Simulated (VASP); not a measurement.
# MgF2 (Sellaite) (P4_2/mnm) in VASP: single point with PBEsol

Aim: the single point of MgF2 (Sellaite) with PBEsol.

Everything below comes from runs of VASP 6.6.1. Logs are shortened: lines on timing, memory, paths and dates and some standing lists are left out, and cuts for length are marked.

**1. The cell of the first run**

It takes space group P4_2/mnm (No. 136, tetragonal). Conventional cell: a = 4.625 Å, b = 4.625 Å, c = 3.052 Å, α = 90.00°, β = 90.00°, γ = 90.00°. Mg (site symmetry mmm) has 6 F at 1.98 to 2.00 Å within 2.6 Å. Within 2.6 Å of F (site symmetry m2m) lie 3 Mg at 1.98 to 2.00 Å and 1 F at 2.58 Å.

**2. Single point, PBEsol**

INCAR reads:

```
PREC = Accurate ; ENCUT = 600
EDIFF = 1E-6 ; ISMEAR = 0
SIGMA = 0.01 ; LREAL = F
LASPH = T ; NELM = 120
ALGO = Normal ; ISIF = 2
LWAVE = F ; LCHARG = F
GGA = PS ; NBANDS = 25
GGA_COMPAT = F
```

KPOINTS reads:

```
regular mesh
0
Gamma
  4 4 6
```

POSCAR reads:

```
MgF2
1.0
    4.6250000000      0.0000000000      0.0000000000
    0.0000000000      4.6250000000      0.0000000000
    0.0000000000      0.0000000000      3.0520000000
Mg F
2 4
Direct
    0.0000000000      0.0000000000      0.0000000000
    0.5000000000      0.5000000000      0.5000000000
    0.3030000000      0.3030000000      0.0000000000
    0.1970000000      0.8030000000      0.5000000000
    0.6970000000      0.6970000000      0.0000000000
    0.8030000000      0.1970000000      0.5000000000
```

Potentials or basis: VASP PAW PBE potentials, release 64 (Mg, F).

Run with:

```console
$ cat potpaw_PBE.64/Mg/POTCAR potpaw_PBE.64/F/POTCAR > POTCAR
$ mpirun -np 1 vasp_std > vasp.out
```

OUTCAR:

```text
PREC = Accurate
   ENCUT = 600
   EDIFF = 1E-6
   ISMEAR = 0
   LREAL = F
   LASPH = T
   NELM = 120
   ISIF = 2
   GGA = PS

 ion  position               nearest neighbor table
   1  0.000  0.000  0.000-   3 1.98   5 1.98   4 2.00   6 2.00   4 2.00   6 2.00   2 3.61   2 3.61
                             2 3.61   2 3.61   2 3.61   2 3.61   2 3.61   2 3.61
   2  0.500  0.500  0.500-   4 1.98   6 1.98   5 2.00   3 2.00   3 2.00   5 2.00   1 3.61   1 3.61
                             1 3.61   1 3.61   1 3.61   1 3.61   1 3.61   1 3.61
   3  0.303  0.303  0.000-   1 1.98   2 2.00   2 2.00
   4  0.197  0.803  0.500-   2 1.98   1 2.00   1 2.00
   5  0.697  0.697  0.000-   1 1.98   2 2.00   2 2.00
   6  0.803  0.197  0.500-   2 1.98   1 2.00   1 2.00

  LATTYP: Found a simple tetragonal cell.
 ALAT       =     4.6250000000
 C/A-ratio  =     0.6598918919

  Lattice vectors:

 A1 = (   4.6250000000,   0.0000000000,   0.0000000000)
 A2 = (   0.0000000000,   4.6250000000,   0.0000000000)
 A3 = (   0.0000000000,   0.0000000000,   3.0520000000)

Analysis of symmetry for initial positions (statically):
=====================================================================
 Subroutine PRICEL returns:
 Original cell was already a primitive cell.

 Routine SETGRP: Setting up the symmetry group for a
 simple tetragonal supercell.

 Subroutine GETGRP returns: Found 16 space group operations
 (whereof  8 operations were pure point group operations)
 out of a pool of 16 trial point group operations.

The static configuration has the point symmetry D_2h.
 The point group associated with its full space group is D_4h.

Analysis of symmetry for dynamics (positions and initial velocities):
=====================================================================
 Subroutine PRICEL returns:
 Original cell was already a primitive cell.

 Routine SETGRP: Setting up the symmetry group for a
 simple tetragonal supercell.

 Subroutine GETGRP returns: Found 16 space group operations
 (whereof  8 operations were pure point group operations)
 out of a pool of 16 trial point group operations.

The dynamic configuration has the point symmetry D_2h.
 The point group associated with its full space group is D_4h.

 Subroutine INISYM returns: Found 16 space group operations
 (whereof  8 operations are pure point group operations),
 and found     1 'primitive' translations

----------------------------------------------------------------------------------------

                                     Primitive cell

  volume of cell :      65.2842

  direct lattice vectors                    reciprocal lattice vectors
     4.625000000  0.000000000  0.000000000     0.216216216  0.000000000  0.000000000
     0.000000000  4.625000000  0.000000000     0.000000000  0.216216216  0.000000000
     0.000000000  0.000000000  3.052000000     0.000000000  0.000000000  0.327653997

  length of vectors
     4.625000000  4.625000000  3.052000000     0.216216216  0.216216216  0.327653997

  position of ions in fractional coordinates (direct lattice)
     0.000000000  0.000000000  0.000000000
     0.500000000  0.500000000  0.500000000
     0.303000000  0.303000000  0.000000000
     0.197000000  0.803000000  0.500000000
     0.697000000  0.697000000  0.000000000
     0.803000000  0.197000000  0.500000000

  ion indices of the primitive-cell ions
   primitive index   ion index
                 1           1
                 2           2
                 3           3
                 4           4
                 5           5
                 6           6

----------------------------------------------------------------------------------------

 KPOINTS: regular mesh

Automatic generation of k-mesh.
 Grid dimensions read from file:
 generate k-points for:    4    4    6

 Generating k-lattice:

  Cartesian coordinates                     Fractional coordinates (reciprocal lattice)
     0.054054054  0.000000000  0.000000000     0.250000000  0.000000000  0.000000000
     0.000000000  0.054054054  0.000000000     0.000000000  0.250000000  0.000000000
     0.000000000  0.000000000  0.054609000     0.000000000  0.000000000  0.166666667

  Length of vectors
     0.054054054  0.054054054  0.054609000

  Shift w.r.t. Gamma in fractional coordinates (k-lattice)
     0.000000000  0.000000000  0.000000000

 Subroutine IBZKPT returns following result:
 ===========================================

 Found     24 irreducible k-points:

 Following reciprocal coordinates:
            Coordinates               Weight
  0.000000  0.000000  0.000000      1.000000
  0.250000  0.000000  0.000000      4.000000
  0.500000  0.000000  0.000000      2.000000
  0.250000  0.250000  0.000000      4.000000
  0.500000  0.250000  0.000000      4.000000
  0.500000  0.500000  0.000000      1.000000
[... 16 lines left out ...]
  0.500000  0.250000  0.500000      4.000000
  0.500000  0.500000  0.500000      1.000000
   k-points           NKPTS =     24   k-points in BZ     NKDIM =     24   number of bands    NBANDS=     25
   number of dos      NEDOS =    301   number of ions     NIONS =      6
   total plane-waves  NPLWV =  38400
   dimension x,y,z NGX =    40 NGY =   40 NGZ =   24
   dimension x,y,z NGXF=    80 NGYF=   80 NGZF=   48
   ions per type =               2   4
   NGX,Y,Z   is equivalent  to a cutoff of  14.38, 14.38, 13.07 a.u.
   NGXF,Y,Z  is equivalent  to a cutoff of  28.76, 28.76, 26.15 a.u.
 SYSTEM =  unknown system
   PREC   = accura    normal or accurate (medium, high low for compatibility)
   ISTART =      0    job   : 0-new  1-cont  2-samecut
   ICHARG =      2    charge: 1-file 2-atom 10-const
   ISPIN  =      1    spin polarized calculation?
   LNONCOLLINEAR =      F non collinear calculations
   LSORBIT =      F    spin-orbit coupling
   LASPH  =      T    aspherical Exc in radial PAW
   ENCUT  =  600.0 eV  44.10 Ry    6.64 a.u.   9.24  9.24  6.10*2*pi/ulx,y,z
   NELM   =    120;   NELMIN=  2; NELMDL= -5     # of ELM steps
   EDIFF  = 0.1E-05   stopping-criterion for ELM
   LREAL  =      F    real-space projection
   EDIFFG = 0.1E-04   stopping-criterion for IOM
   NSW    =      0    number of steps for IOM
   IBRION =     -1    ionic relax: 0-MD 1-quasi-New 2-CG
   NFREE  =      0    steps in history (QN), initial steepest desc. (CG)
   ISIF   =      2    stress and relaxation
   ISYM   =      2    0-nonsym 1-usesym 2-fastsym
   POTIM  = 0.5000    time-step for ionic-motion
   TEBEG  =    0.0;   TEEND  =   0.0 temperature during run
   PSTRESS=    0.0 pullay stress
   NELECT =      32.0000    total number of electrons
   NUPDOWN=      -1.0000    fix difference up-down
   EMIN   =  10.00;   EMAX   =-10.00  energy-range for DOS
   EFERMI =   0.00;   METHOD = LEGACY
   ISMEAR =     0;   SIGMA  =   0.01  broadening in eV -4-tet -1-fermi 0-gaus
   EFERMI_NEDOS =   21; number of points for ismear=-14 and -15
   IALGO  =     38    algorithm
   IMIX   =      4    mixing-type and parameters
     AMIX     =   0.40;   BMIX     =  1.00
     AMIX_MAG =   1.60;   BMIX_MAG =  1.00
  volume/ion in A,a.u.               =      10.88        73.43
  Fermi-wavevector in a.u.,A,eV,Ry     =   1.290790  2.439239 22.669184  1.666138
  Thomas-Fermi vector in A             =   2.422600
   LORBIT       =      0    0 simple, 1 ext, 2 COOP (PROOUT), +10 PAW based schemes
   GGA     = PS    functional components
   LHFCALC =     F    Hartree Fock is set to
   AEXX    =    0.0000 exact exchange contribution
   IVDW    =     0    specifies the selected vdW correction
   LEPSILON=     F    determine dielectric tensor
   LRPA    =     F    only Hartree local field effects (RPA)
 non-spin polarized calculation
 Gauss-broadening in eV      SIGMA  =   0.01
  energy-cutoff  :      600.00
  volume of cell :       65.28
 maximum number of plane-waves:      2196
 NGX is ok and might be reduce to    40
   NGX = 19   NGY = 19   NGZ = 13

 number of electron      32.0000022 magnetization

 Free energy of the ion-electron system (eV)
  ---------------------------------------------------
  ext. energy  EPLUGINS =         0.00000000
  ---------------------------------------------------
  free energy    TOTEN  =       -32.60974522 eV

  energy without entropy =      -32.60974522  energy(sigma->0) =      -32.60974522

 E-fermi :  -1.2442     XC(G=0):  -9.9911

 val. band max:       -1.3060968394   @ k =   0.0000   0.0000   0.0000
 cond. band min:       5.6185727876   @ k =   0.0000   0.0000   0.0000
 fundamental gap:      6.9246696270
 Fermi energy:        -1.2442444622

 k-point     1 :       0.0000    0.0000    0.0000
  band No.  band energies     occupation
      1     -21.9560      2.00000
      2     -21.1329      2.00000
      3     -21.1329      2.00000
      4     -21.0385      2.00000
      5      -5.4390      2.00000
      6      -3.8478      2.00000
[... 17 lines left out ...]
     24      17.0250      0.00000
     25      17.0250      0.00000

 k-point     2 :       0.2500    0.0000    0.0000
  band No.  band energies     occupation
      1     -21.8554      2.00000
      2     -21.3036      2.00000
      3     -21.1053      2.00000
      4     -21.0090      2.00000
      5      -5.2138      2.00000
      6      -4.0145      2.00000
[... 17 lines left out ...]
     24      16.5361      0.00000
     25      17.1044      0.00000

 k-point     3 :       0.5000    0.0000    0.0000
  band No.  band energies     occupation
      1     -21.5983      2.00000
      2     -21.5983      2.00000
      3     -21.0447      2.00000
      4     -21.0447      2.00000
      5      -4.6812      2.00000
      6      -4.6812      2.00000
[... 552 lines left out ...]
 k-point    23 :       0.5000    0.2500    0.5000
  band No.  band energies     occupation
      1     -21.2883      2.00000
      2     -21.2883      2.00000
      3     -21.0984      2.00000
      4     -21.0984      2.00000
      5      -4.9229      2.00000
      6      -4.9229      2.00000
[... 17 lines left out ...]
     24      14.1154      0.00000
     25      15.9264      0.00000

 k-point    24 :       0.5000    0.5000    0.5000
  band No.  band energies     occupation
      1     -21.2874      2.00000
      2     -21.2874      2.00000
      3     -21.0965      2.00000
      4     -21.0965      2.00000
      5      -5.1231      2.00000
      6      -5.1231      2.00000
[... 17 lines left out ...]
     24      13.5892      0.00000
     25      16.5290      0.00000

------------------------ aborting loop because EDIFF is reached ----------------------------------------

  FORCE on cell =-STRESS in cart. coord.  units (eV):
  Direction    XX          YY          ZZ          XY          YZ          ZX
  --------------------------------------------------------------------------------------
  -------------------------------------------------------------------------------------
  Total       -0.0240433     -0.0240433      0.0040442      0.0000000      0.0000000      0.0000000
  in kB       -0.5900613     -0.5900613      0.0992517      0.0000000      0.0000000      0.0000000
  external PRESSURE =      -0.3602903 kB  Pullay stress =       0.0000000 kB

 VOLUME and BASIS-vectors are now :
 -----------------------------------------------------------------------------
  energy-cutoff  :      600.00
  volume of cell :       65.28
      direct lattice vectors                 reciprocal lattice vectors
     4.625000000  0.000000000  0.000000000     0.216216216  0.000000000  0.000000000
     0.000000000  4.625000000  0.000000000     0.000000000  0.216216216  0.000000000
     0.000000000  0.000000000  3.052000000     0.000000000  0.000000000  0.327653997

 POSITION                                       TOTAL-FORCE (eV/Angst)
 -----------------------------------------------------------------------------------
      0.00000      0.00000      0.00000         0.000000      0.000000      0.000000
      2.31250      2.31250      1.52600         0.000000      0.000000      0.000000
      1.40137      1.40137      0.00000         0.010999      0.010999      0.000000
      0.91113      3.71387      1.52600        -0.010999      0.010999      0.000000
      3.22363      3.22363      0.00000        -0.010999     -0.010999      0.000000
      3.71387      0.91113      1.52600         0.010999     -0.010999      0.000000
 -----------------------------------------------------------------------------------
    total drift:                                0.000000     -0.000000     -0.000000

  FREE ENERGIE OF THE ION-ELECTRON SYSTEM (eV)
  ---------------------------------------------------
  free  energy   TOTEN  =       -32.6097452207 eV

  energy  without entropy=      -32.6097452207  energy(sigma->0) =      -32.60974522
```

It took 32 s on 1 thread of Intel Xeon Platinum 8375C at 2.90GHz (Ice Lake), shared host; peak memory 0.2 GiB.

What came out:

| Quantity | Value |
| --- | --- |
| Free energy | -32.6097 eV |
| Pressure | 0.0 GPa |
| Largest force | 0.016 eV/Å |
| Band gap on the k mesh | 6.92 eV, direct |

Forces in eV/Å, atoms in the order of the input:
```
Mg   0.000  0.000  0.000
Mg   0.000  0.000  0.000
F    0.011  0.011  0.000
F   -0.011  0.011  0.000
F   -0.011 -0.011  0.000
F    0.011 -0.011  0.000
```

Caveat: the PAW data sets were made with another functional, which shifts forces and pressure a little.
